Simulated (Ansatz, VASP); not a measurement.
**One calculation of AlGa2N3, two programs**

```
Al Ga N
1.0
     3.18415    0.00000    0.00000
    -1.59208    2.75756    0.00000
     0.00000    0.00000    7.79949
Al Ga N
1 2 3
Direct
  0.66667 0.33333 0.33310
  0.00000 0.00000 0.00273
  0.33333 0.66667 0.66405
  0.33333 0.66667 0.91630
  0.66667 0.33333 0.57680
  0.00000 0.00000 0.25702
```

Alike in both runs: functional PBE; k mesh 6 × 6 × 2; occupations gaussian, width 0.1 eV; no spin polarisation.

Ansatz relaxed the structure, and its values are those at the end. VASP's run is a single point on that final structure, the one shown.

|  | VASP | Ansatz |
| --- | --- | --- |
| version | VASP 6.6.1 | Ansatz 0.2.0 |
| potentials or method | VASP PAW PBE potentials, release 64 (Al, Ga_d, N), cutoff 520 eV | scalar-relativistic, plane waves, PAW |
| valence electrons in the cell | 44 | 44 |

VASP gave:

```
gap on the k mesh at the Fermi level (eV) : 2.13
least direct gap on the mesh (eV)         : 2.13
pressure (GPa)                            : -0.4
rms of the force components (eV/Å)        : 0.006
```

Question: Estimate Ansatz's values.

Answer: gap on the k mesh at the Fermi level (eV): 2.13; least direct gap on the mesh (eV): 2.13; pressure (GPa): -0.4; rms of the force components (eV/Å): 0.002.

With one functional, cell and mesh, what is left measures potentials, basis and numerics.
